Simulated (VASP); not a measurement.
# HBr (I4/mmm) in VASP: further runs, part 2 of 2

VASP 6.6.1. Earlier steps stand in the parts before.

## Step 4: Single point, PBEsol

This run uses another cell than the first one, of 14.58 Å³/atom.

File INCAR:

```
PREC = Accurate
ENCUT = 520
EDIFF = 1E-7
ISMEAR = 0
SIGMA = 0.02
LREAL = F
LASPH = T
NELM = 100
ALGO = Normal
ISIF = 2
LWAVE = F
LCHARG = F
GGA = PS
NBANDS = 11
```

File KPOINTS:

```
Automatic mesh
0
Gamma
  14 14 14
```

File POSCAR:

```
HBr
1.0
    0.0000000000      2.9645131727      2.9645131727
    1.6587007261      0.0000000000      2.9645131727
    1.6587007261      2.9645131727      0.0000000000
H Br
1 1
Direct
    0.0000000000      0.0000000000      0.0000000000
    0.5000000000      0.5000000000      0.5000000000
```

Potentials or basis: VASP PAW PBE potentials, release 64 (H, Br).

The run is started by

```sh
$ cat potpaw_PBE.64/H/POTCAR potpaw_PBE.64/Br/POTCAR > POTCAR
$ mpirun -np 1 vasp_std > vasp.out
```

OUTCAR:

```text
PREC = Accurate
   ENCUT = 520
   EDIFF = 1E-7
   ISMEAR = 0
   LREAL = F
   LASPH = T
   NELM = 100
   ISIF = 2
   GGA = PS

 ion  position               nearest neighbor table
   1  0.000  0.000  0.000-   2 1.66   2 1.66
   2  0.500  0.500  0.500-   1 1.66   1 1.66

  LATTYP: Found a body centered tetragonal cell.
 ALAT       =     4.1924547347
 C/A-ratio  =     0.7912790148

  Lattice vectors:

 A1 = (   1.6587007261,   0.0000000000,   2.9645131727)
 A2 = (   1.6587007261,   0.0000000000,  -2.9645131727)
 A3 = (  -1.6587007261,   2.9645131727,   0.0000000000)

Analysis of symmetry for initial positions (statically):
=====================================================================
 Subroutine PRICEL returns:
 Original cell was already a primitive cell.

 Routine SETGRP: Setting up the symmetry group for a
 body centered tetragonal supercell.

 Subroutine GETGRP returns: Found 16 space group operations
 (whereof 16 operations were pure point group operations)
 out of a pool of 16 trial point group operations.

The static configuration has the point symmetry D_4h.

Analysis of symmetry for dynamics (positions and initial velocities):
=====================================================================
 Subroutine PRICEL returns:
 Original cell was already a primitive cell.

 Routine SETGRP: Setting up the symmetry group for a
 body centered tetragonal supercell.

 Subroutine GETGRP returns: Found 16 space group operations
 (whereof 16 operations were pure point group operations)
 out of a pool of 16 trial point group operations.

The dynamic configuration has the point symmetry D_4h.

 Subroutine INISYM returns: Found 16 space group operations
 (whereof 16 operations are pure point group operations),
 and found     1 'primitive' translations

----------------------------------------------------------------------------------------

                                     Primitive cell

  volume of cell :      29.1544

  direct lattice vectors                    reciprocal lattice vectors
     0.000000000  2.964513173  2.964513173    -0.301440755  0.168661757  0.168661757
     1.658700726  0.000000000  2.964513173     0.301440755 -0.168661757  0.168661757
     1.658700726  2.964513173  0.000000000     0.301440755  0.168661757 -0.168661757

  length of vectors
     4.192454735  3.397002568  3.397002568     0.384395767  0.384395767  0.384395767

  position of ions in fractional coordinates (direct lattice)
     0.000000000  0.000000000  0.000000000
     0.500000000  0.500000000  0.500000000

  ion indices of the primitive-cell ions
   primitive index   ion index
                 1           1
                 2           2

----------------------------------------------------------------------------------------

 KPOINTS: Automatic mesh

Automatic generation of k-mesh.
 Grid dimensions read from file:
 generate k-points for:   14   14   14

 Generating k-lattice:

  Cartesian coordinates                     Fractional coordinates (reciprocal lattice)
    -0.021531483  0.012047268  0.012047268     0.071428571  0.000000000  0.000000000
     0.021531483 -0.012047268  0.012047268     0.000000000  0.071428571  0.000000000
     0.021531483  0.012047268 -0.012047268     0.000000000  0.000000000  0.071428571

  Length of vectors
     0.027456840  0.027456840  0.027456840

  Shift w.r.t. Gamma in fractional coordinates (k-lattice)
     0.000000000  0.000000000  0.000000000

 Subroutine IBZKPT returns following result:
 ===========================================

 Found    244 irreducible k-points:

 Following reciprocal coordinates:
            Coordinates               Weight
  0.000000  0.000000  0.000000      1.000000
  0.071429  0.000000  0.000000      8.000000
  0.142857  0.000000  0.000000      8.000000
  0.214286  0.000000  0.000000      8.000000
  0.285714  0.000000  0.000000      8.000000
  0.357143  0.000000  0.000000      8.000000
[... 16 lines left out ...]
  0.214286  0.142857  0.000000     16.000000
  0.285714  0.142857  0.000000     16.000000
 [... further k-points ...]
   k-points           NKPTS =    244   k-points in BZ     NKDIM =    244   number of bands    NBANDS=     11
   number of dos      NEDOS =    301   number of ions     NIONS =      2
   total plane-waves  NPLWV =  25088
   dimension x,y,z NGX =    32 NGY =   28 NGZ =   28
   dimension x,y,z NGXF=    64 NGYF=   56 NGZF=   56
   ions per type =               1   1
   NGX,Y,Z   is equivalent  to a cutoff of  12.69, 13.70, 13.70 a.u.
   NGXF,Y,Z  is equivalent  to a cutoff of  25.38, 27.41, 27.41 a.u.
 SYSTEM =  unknown system
   PREC   = accura    normal or accurate (medium, high low for compatibility)
   ISTART =      0    job   : 0-new  1-cont  2-samecut
   ICHARG =      2    charge: 1-file 2-atom 10-const
   ISPIN  =      1    spin polarized calculation?
   LNONCOLLINEAR =      F non collinear calculations
   LSORBIT =      F    spin-orbit coupling
   LASPH  =      T    aspherical Exc in radial PAW
   ENCUT  =  520.0 eV  38.22 Ry    6.18 a.u.   7.80  6.32  6.32*2*pi/ulx,y,z
   NELM   =    100;   NELMIN=  2; NELMDL= -5     # of ELM steps
   EDIFF  = 0.1E-06   stopping-criterion for ELM
   LREAL  =      F    real-space projection
   EDIFFG = 0.1E-05   stopping-criterion for IOM
   NSW    =      0    number of steps for IOM
   IBRION =     -1    ionic relax: 0-MD 1-quasi-New 2-CG
   NFREE  =      0    steps in history (QN), initial steepest desc. (CG)
   ISIF   =      2    stress and relaxation
   ISYM   =      2    0-nonsym 1-usesym 2-fastsym
   POTIM  = 0.5000    time-step for ionic-motion
   TEBEG  =    0.0;   TEEND  =   0.0 temperature during run
   PSTRESS=    0.0 pullay stress
   NELECT =       8.0000    total number of electrons
   NUPDOWN=      -1.0000    fix difference up-down
   EMIN   =  10.00;   EMAX   =-10.00  energy-range for DOS
   EFERMI =   0.00;   METHOD = LEGACY
   ISMEAR =     0;   SIGMA  =   0.02  broadening in eV -4-tet -1-fermi 0-gaus
   EFERMI_NEDOS =   21; number of points for ismear=-14 and -15
   IALGO  =     38    algorithm
   IMIX   =      4    mixing-type and parameters
     AMIX     =   0.40;   BMIX     =  1.00
     AMIX_MAG =   1.60;   BMIX_MAG =  1.00
  volume/ion in A,a.u.               =      14.58        98.37
  Fermi-wavevector in a.u.,A,eV,Ry     =   1.063824  2.010336 15.398014  1.131722
  Thomas-Fermi vector in A             =   2.199322
   LORBIT       =      0    0 simple, 1 ext, 2 COOP (PROOUT), +10 PAW based schemes
   GGA     = PS    functional components
   LHFCALC =     F    Hartree Fock is set to
   AEXX    =    0.0000 exact exchange contribution
   IVDW    =     0    specifies the selected vdW correction
   LEPSILON=     F    determine dielectric tensor
   LRPA    =     F    only Hartree local field effects (RPA)
 non-spin polarized calculation
 Gauss-broadening in eV      SIGMA  =   0.02
  energy-cutoff  :      520.00
  volume of cell :       29.15
 maximum number of plane-waves:       800
   NGX = 15   NGY = 13   NGZ = 13

 number of electron       8.0000000 magnetization

 Free energy of the ion-electron system (eV)
  ---------------------------------------------------
  ext. energy  EPLUGINS =         0.00000000
  ---------------------------------------------------
  free energy    TOTEN  =        -4.79852948 eV

  energy without entropy =       -4.79850373  energy(sigma->0) =       -4.79851661

 E-fermi :   1.9564     XC(G=0):  -9.4726

 val. band max:        1.9251734937   @ k =   0.5000  -0.4286   0.0714
 cond. band min:       1.9781229195   @ k =   0.2857   0.2857   0.0000
 fundamental gap:      0.0529494259
 Fermi energy:         1.9563675126

 k-point     1 :       0.0000    0.0000    0.0000
  band No.  band energies     occupation
      1     -14.5425      2.00000
      2       0.9244      2.00000
      3       1.7511      2.00000
      4       1.7511      2.00000
      5       3.1841      0.00000
      6       8.4994      0.00000
      7      11.6472      0.00000
      8      15.0632      0.00000
      9      15.0632      0.00000
     10      16.6531      0.00000
     11      16.6531      0.00000
[... 309 lines left out ...]
 k-point    24 :       0.2857    0.1429    0.0000
  band No.  band energies     occupation
      1     -13.9793      2.00000
      2      -1.9215      2.00000
      3      -0.2151      2.00000
      4       1.5498      2.00000
      5       5.6477      0.00000
      6      10.2383      0.00000
      7      11.9658      0.00000
      8      12.8483      0.00000
      9      16.6027      0.00000
     10      17.4869      0.00000
     11      19.7543      0.00000

 [... further k-points ...]
[... 5 lines left out ...]
  --------------------------------------------------------------------------------------
  -------------------------------------------------------------------------------------
  Total        1.4791814      1.4408742      1.4408742      0.0000000      0.0000000      0.0000000
  in kB       81.2881445     79.1829836     79.1829836      0.0000000      0.0000000      0.0000000
  external PRESSURE =      79.8847039 kB  Pullay stress =       0.0000000 kB

 VOLUME and BASIS-vectors are now :
 -----------------------------------------------------------------------------
  energy-cutoff  :      520.00
  volume of cell :       29.15
      direct lattice vectors                 reciprocal lattice vectors
     0.000000000  2.964513173  2.964513173    -0.301440755  0.168661757  0.168661757
     1.658700726  0.000000000  2.964513173     0.301440755 -0.168661757  0.168661757
     1.658700726  2.964513173  0.000000000     0.301440755  0.168661757 -0.168661757

 POSITION                                       TOTAL-FORCE (eV/Angst)
 -----------------------------------------------------------------------------------
      0.00000      0.00000      0.00000         0.000000      0.000000     -0.000000
      1.65870      2.96451      2.96451         0.000000      0.000000      0.000000
 -----------------------------------------------------------------------------------
    total drift:                               -0.000000     -0.000000     -0.000000

  FREE ENERGIE OF THE ION-ELECTRON SYSTEM (eV)
  ---------------------------------------------------
  free  energy   TOTEN  =        -4.7985294832 eV

  energy  without entropy=       -4.7985037331  energy(sigma->0) =       -4.79851661
```

stdout:

```text
POSCAR found type information on POSCAR H Br
 POSCAR found :  2 types and       2 ions
 scaLAPACK will be used
 -----------------------------------------------------------------------------
|                                                                             |
|                                                                             |
|     You enforced a specific xc type in the INCAR file but a different       |
|     I HOPE YOU KNOW WHAT YOU ARE DOING!                                     |
|                                                                             |
 -----------------------------------------------------------------------------

 LDA part: xc-table for (Slater+PW92), standard interpolation
 POSCAR, INCAR and KPOINTS ok, starting setup
 FFT: planning ... GRIDC
 FFT: planning ... GRID_SOFT
 FFT: planning ... GRID
 WAVECAR not read
 entering main loop
```

Run time: 32 s. Hardware: 1 thread of Intel Xeon 6975P-C (Granite Rapids), shared host; peak memory 0.22 GiB.

Results:

- Free energy: -4.7985 eV
- Pressure: 8.0 GPa
- Band gap on the k mesh: zero (bands 4 and 5 overlap by 0.83 eV)

Stress tensor (GPa, compression positive):
```
8.13 0.00 0.00
0.00 7.92 0.00
0.00 0.00 7.92
```

Caveat: the cell stands under pressure; the PAW data sets were made with another functional, which shifts forces and pressure a little.
